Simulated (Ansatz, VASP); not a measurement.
## One calculation of KCl, two programs

Contents of INCAR:

```
PREC     = Accurate       # precision mode
ENCUT    = 520            # plane-wave cutoff, eV
EDIFF    = 1E-6           # SCF threshold, eV
ISMEAR   = 0              # smearing method
SIGMA    = 0.01           # smearing width, eV
LREAL    = F              # projectors in reciprocal space
LASPH    = T              # aspherical terms in the spheres
NELM     = 60             # most SCF steps
ALGO     = Normal         # electronic algorithm
ISIF     = 2              # what is computed and relaxed
LWAVE    = F              # write WAVECAR
LCHARG   = F              # write CHGCAR
GGA      = PE             # functional
NBANDS   = 24             # bands
```

File KPOINTS:

```
Automatic mesh
0
Gamma
  6 6 4
```

File POSCAR:

```
KCl
1.0
    5.4452569021      0.0000000000      0.0000000000
   -2.7226284510      4.7157308073      0.0000000000
    0.0000000000      0.0000000000      6.3839153273
K Cl
2 2
Direct
    0.3333333333      0.6666666667     -0.0624984477
    0.6666666667      0.3333333333      0.4375015523
    0.3333333333      0.6666666667      0.4374984477
    0.6666666667      0.3333333333      0.9374984477
```

Input for Ansatz:

```yaml
crystal:
  lattice:
    - [5.4452569021, 0.0, 0.0]
    - [-2.722628451, 4.7157308073, 0.0]
    - [0.0, 0.0, 6.3839153273]
  atoms:
    - { symbol: K, position: [0.3333333333, 0.6666666667, -0.0624984477] }
    - { symbol: K, position: [0.6666666667, 0.3333333333, 0.4375015523] }
    - { symbol: Cl, position: [0.3333333333, 0.6666666667, 0.4374984477] }
    - { symbol: Cl, position: [0.6666666667, 0.3333333333, 0.9374984477] }
kpoints:
  mp_grid: { grid: [6, 6, 4] }
hamiltonian:
  xc: pbe
scf:
  occupations: { method: fixed }
  n_extra_bands: 5
output:
  forces: true
  stress: true
  eigenvalues: true
```

Alike in both runs: task single point; functional PBE; k mesh 6 × 6 × 4; no spin polarisation.

|  | VASP | Ansatz |
| --- | --- | --- |
| version | VASP 6.6.1 | Ansatz 0.2.0 |
| potentials or method | VASP PAW PBE potentials, release 64 (K_sv, Cl) | plane waves, PAW |
| plane-wave cutoff (eV) | 520 | 420 |
| occupations | gaussian, width 0.01 eV | fixed |
| valence electrons in the cell | 32 | 32 |

```tsv
	VASP	Ansatz	Ansatz less VASP
gap on the k mesh at the Fermi level (eV)	4.65	4.65	+0.002
pressure (GPa)	-0.3	-0.3	-0.01
traceless stress, the component that is largest in VASP (GPa)	-0.05	-0.05	-0.004
```

Ansatz's warnings: structure snapped to symmetry.
